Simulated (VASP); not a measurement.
# C (Imma) in VASP: single point with r2SCAN

Aim: the single point of C with r2SCAN.

Program: VASP 6.6.1. These are calculated values, not measurements. Logs are shortened: lines on timing, memory, paths and dates and some standing lists are left out, and cuts for length are marked.

## Step 1: The cell of the first run

The structure is orthorhombic, space group Imma (No. 74). The conventional cell has a = 2.522 Å, b = 2.522 Å, c = 3.567 Å, α = 90.00°, β = 90.00°, γ = 90.00°. Within 1.8 Å of C (site symmetry mm2) lie 2 C at 1.34 Å.

## Step 2: Single point, r2SCAN (atom 1 (C) moved by (-0.450, +0.000) A along x and y)

Input file POSCAR:

```
C
1.0
    0.0000000000      1.7834000000      1.7834000000
    1.7834000000      0.0000000000      1.7834000000
    1.7834000000      1.7834000000      0.0000000000
C
2
Direct
    0.6261635079      0.3738364921      0.3738364921
    0.7500000000      0.7500000000      0.7500000000
```

Input file INCAR.step1:

```
PREC     = Accurate       # precision mode
ENCUT    = 520            # plane-wave cutoff, eV
ISMEAR   = 0              # smearing method
SIGMA    = 0.05           # smearing width, eV
LREAL    = F              # projectors in reciprocal space
LASPH    = T              # aspherical terms in the spheres
NELM     = 60             # most SCF steps
NBANDS   = 11             # bands
GGA      = PE             # functional
ALGO     = Normal         # electronic algorithm
EDIFF    = 1E-4           # SCF threshold, eV
LWAVE    = T              # write WAVECAR
LCHARG   = F              # write CHGCAR
```

Input file INCAR.step2:

```
PREC     = Accurate       # precision mode
ENCUT    = 520            # plane-wave cutoff, eV
EDIFF    = 1E-7           # SCF threshold, eV
ISMEAR   = 0              # smearing method
SIGMA    = 0.05           # smearing width, eV
LREAL    = F              # projectors in reciprocal space
LASPH    = T              # aspherical terms in the spheres
NELM     = 60             # most SCF steps
ALGO     = Normal         # electronic algorithm
ISIF     = 2              # what is computed and relaxed
LWAVE    = F              # write WAVECAR
LCHARG   = T              # write CHGCAR
METAGGA  = R2SCAN         # meta-GGA
LMIXTAU  = T            
LELF     = T              # ELF
LVHAR    = T            
NBANDS   = 11             # bands
ISTART   = 1
```

Input file KPOINTS:

```
regular mesh
0
Gamma
  12 12 12
```

Potentials or basis: VASP PAW PBE potentials, release 64 (C).

Command:

```
$ cat potpaw_PBE.64/C/POTCAR > POTCAR
$ cp INCAR.step1 INCAR
$ mpirun -np 1 vasp_std > vasp.out
$ cp INCAR.step2 INCAR
$ mpirun -np 1 vasp_std > vasp.out
```

OUTCAR:

```text
PREC = Accurate
   ENCUT = 520
   EDIFF = 1E-7
   ISMEAR = 0
   LREAL = F
   LASPH = T
   NELM = 60
   ISIF = 2
   METAGGA = R2SCAN
   ISTART = 1

 ion  position               nearest neighbor table
   1  0.626  0.374  0.374-   2 1.34   2 1.34   2 1.84   2 1.84
   2  0.750  0.750  0.750-   1 1.34   1 1.34   1 1.84   1 1.84

  LATTYP: Found a face centered cubic cell.
 ALAT       =     3.5668000000

  Lattice vectors:

 A1 = (   0.0000000000,   1.7834000000,   1.7834000000)
 A2 = (   1.7834000000,   0.0000000000,   1.7834000000)
 A3 = (   1.7834000000,   1.7834000000,   0.0000000000)

Analysis of symmetry for initial positions (statically):
=====================================================================
 Subroutine PRICEL returns:
 Original cell was already a primitive cell.

 Routine SETGRP: Setting up the symmetry group for a
 face centered cubic supercell.

 Subroutine GETGRP returns: Found  8 space group operations
 (whereof  4 operations were pure point group operations)
 out of a pool of 48 trial point group operations.

The static configuration has the point symmetry C_2v.
 The point group associated with its full space group is D_2h.

Analysis of symmetry for dynamics (positions and initial velocities):
=====================================================================
 Subroutine PRICEL returns:
 Original cell was already a primitive cell.

 Routine SETGRP: Setting up the symmetry group for a
 face centered cubic supercell.

 Subroutine GETGRP returns: Found  8 space group operations
 (whereof  4 operations were pure point group operations)
 out of a pool of 48 trial point group operations.

The dynamic configuration has the point symmetry C_2v.
 The point group associated with its full space group is D_2h.

 Subroutine INISYM returns: Found  8 space group operations
 (whereof  4 operations are pure point group operations),
 and found     1 'primitive' translations

----------------------------------------------------------------------------------------

                                     Primitive cell

  volume of cell :      11.3443

  direct lattice vectors                    reciprocal lattice vectors
     0.000000000  1.783400000  1.783400000    -0.280363351  0.280363351  0.280363351
     1.783400000  0.000000000  1.783400000     0.280363351 -0.280363351  0.280363351
     1.783400000  1.783400000  0.000000000     0.280363351  0.280363351 -0.280363351

  length of vectors
     2.522108467  2.522108467  2.522108467     0.485603568  0.485603568  0.485603568
[... 89 lines left out ...]
   POTIM  = 0.5000    time-step for ionic-motion
   TEBEG  =    0.0;   TEEND  =   0.0 temperature during run
   PSTRESS=    0.0 pullay stress
   NELECT =       8.0000    total number of electrons
   NUPDOWN=      -1.0000    fix difference up-down
   EMIN   =  10.00;   EMAX   =-10.00  energy-range for DOS
   EFERMI =   0.00;   METHOD = LEGACY
   ISMEAR =     0;   SIGMA  =   0.05  broadening in eV -4-tet -1-fermi 0-gaus
   EFERMI_NEDOS =   21; number of points for ismear=-14 and -15
   IALGO  =     38    algorithm
   IMIX   =      4    mixing-type and parameters
     AMIX     =   0.40;   BMIX     =  1.00
     AMIX_MAG =   1.60;   BMIX_MAG =  1.00
  volume/ion in A,a.u.               =       5.67        38.28
  Fermi-wavevector in a.u.,A,eV,Ry     =   1.457178  2.753668 28.890189  2.123369
  Thomas-Fermi vector in A             =   2.574010
   LORBIT       =      0    0 simple, 1 ext, 2 COOP (PROOUT), +10 PAW based schemes
   METAGGA = R2SCAN    functional components
   LHFCALC =     F    Hartree Fock is set to
   AEXX    =    0.0000 exact exchange contribution
   IVDW    =     0    specifies the selected vdW correction
   LEPSILON=     F    determine dielectric tensor
   LRPA    =     F    only Hartree local field effects (RPA)
 non-spin polarized calculation
 Gauss-broadening in eV      SIGMA  =   0.05
  energy-cutoff  :      520.00
  volume of cell :       11.34
 maximum number of plane-waves:       316
   NGX =  9   NGY =  9   NGZ =  9

 number of electron       7.9999999 magnetization

 Free energy of the ion-electron system (eV)
  ---------------------------------------------------
  ext. energy  EPLUGINS =         0.00000000
  ---------------------------------------------------
  free energy    TOTEN  =       -16.67896485 eV

  energy without entropy =      -16.67872200  energy(sigma->0) =      -16.67884343

 E-fermi :  11.6670     XC(G=0): -14.2746

 val. band max:       11.6429546401   @ k =   0.3333   0.3333   0.0000
 cond. band min:      11.7022223455   @ k =  -0.1667   0.0833   0.0000
 fundamental gap:      0.0592677054
 Fermi energy:        11.6669582270

 k-point     1 :       0.0000    0.0000    0.0000
  band No.  band energies     occupation
      1     -13.2713      2.00000
      2       2.9242      2.00000
      3      10.4984      2.00000
      4      12.5155      0.00000
      5      12.7122      0.00000
      6      16.6864      0.00000
      7      22.8557      0.00000
      8      22.8692      0.00000
      9      28.6108      0.00000
     10      33.0768      0.00000
     11      36.7319      0.00000
[... 309 lines left out ...]
 k-point    24 :       0.3333    0.0833    0.0000
  band No.  band energies     occupation
      1     -10.5599      2.00000
      2       1.5929      2.00000
      3       1.8748      2.00000
      4       9.7633      2.00000
      5      13.5632      0.00000
      6      18.7377      0.00000
      7      23.0047      0.00000
      8      24.9313      0.00000
      9      31.5295      0.00000
     10      33.3186      0.00000
     11      34.9269      0.00000

 [... further k-points ...]

------------------------ aborting loop because EDIFF is reached ----------------------------------------

  FORCE on cell =-STRESS in cart. coord.  units (eV):
  Direction    XX          YY          ZZ          XY          YZ          ZX
  --------------------------------------------------------------------------------------
  -------------------------------------------------------------------------------------
  Total        4.2321277      4.1084409      4.1084409      0.0000000      0.4400867      0.0000000
  in kB      597.7135033    580.2449104    580.2449104      0.0000000     62.1544942      0.0000000
  external PRESSURE =     586.0677747 kB  Pullay stress =       0.0000000 kB

 VOLUME and BASIS-vectors are now :
 -----------------------------------------------------------------------------
  energy-cutoff  :      520.00
  volume of cell :       11.34
      direct lattice vectors                 reciprocal lattice vectors
     0.000000000  1.783400000  1.783400000    -0.280363351  0.280363351  0.280363351
     1.783400000  0.000000000  1.783400000     0.280363351 -0.280363351  0.280363351
     1.783400000  1.783400000  0.000000000     0.280363351  0.280363351 -0.280363351

 POSITION                                       TOTAL-FORCE (eV/Angst)
 -----------------------------------------------------------------------------------
      1.33340      1.78340      1.78340         9.061382      0.000000      0.000000
      2.67510      2.67510      2.67510        -9.061382      0.000000      0.000000
 -----------------------------------------------------------------------------------
    total drift:                                0.000001      0.000000     -0.000000

  FREE ENERGIE OF THE ION-ELECTRON SYSTEM (eV)
  ---------------------------------------------------
  free  energy   TOTEN  =       -16.6789648524 eV

  energy  without entropy=      -16.6787219990  energy(sigma->0) =      -16.67884343
```

OUTCAR.step1:

```text
PREC = Accurate
   ENCUT = 520
   ISMEAR = 0
   LREAL = F
   LASPH = T
[... 558 lines left out ...]
 -----------------------------------------------------------------------------------
      1.33340      1.78340      1.78340         8.724287     -0.000000     -0.000000
      2.67510      2.67510      2.67510        -8.724287      0.000000      0.000000
 -----------------------------------------------------------------------------------
    total drift:                                0.000002      0.000000     -0.000000

  FREE ENERGIE OF THE ION-ELECTRON SYSTEM (eV)
  ---------------------------------------------------
  free  energy   TOTEN  =       -15.3072903583 eV

  energy  without entropy=      -15.3071837156  energy(sigma->0) =      -15.30723704
```

Run time: 2.4 min. Hardware: 1 thread of Intel Xeon Platinum 8259CL at 2.50GHz (Skylake/Cascade Lake), shared host; peak memory 0.14 GiB.

What came out:

| Property | Result |
| --- | --- |
| Free energy | -16.6790 eV |
| Pressure | 58.6 GPa |
| Largest force | 9.061 eV/Å |
| Band gap on the k mesh | zero (band 4 reaches 12.52 eV, above the bottom of band 5 at 11.51 eV) |

Forces on the atoms (eV/Å):
```
C    9.061  0.000  0.000
C   -9.061  0.000  0.000
```

Levels at points of the mesh, in eV from the Fermi level:
| k point | band 1 | band 2 | band 3 | band 4 | band 5 | band 6 | band 7 | band 8 | band 9 |
| --- | --- | --- | --- | --- | --- | --- | --- | --- | --- |
| (0.00, 0.00, 0.00) | -24.94 | -8.74 | -1.17 | 0.85 | 1.05 | 5.02 | 11.19 | 11.20 | 16.94 |
| (0.50, 0.00, 0.00) | -19.73 | -14.78 | -9.91 | -0.25 | 0.06 | 7.19 | 12.20 | 12.58 | 19.19 |
| (0.00, 0.50, 0.00) | -18.63 | -17.99 | -5.80 | -1.89 | 2.38 | 3.85 | 14.32 | 15.86 | 18.16 |
| (0.50, 0.50, 0.00) | -16.66 | -16.66 | -7.25 | -7.25 | 0.12 | 0.12 | 19.95 | 19.95 | 20.66 |
| (0.00, 0.50, 0.50) | -17.15 | -14.09 | -11.94 | -7.72 | 1.24 | 5.37 | 13.39 | 15.99 | 23.24 |

Caveat: the cell differs from its parent crystal (atom 1 (C) moved by (-0.450, +0.000) A along x and y); the PAW data sets were made with another functional, which shifts forces and pressure a little.
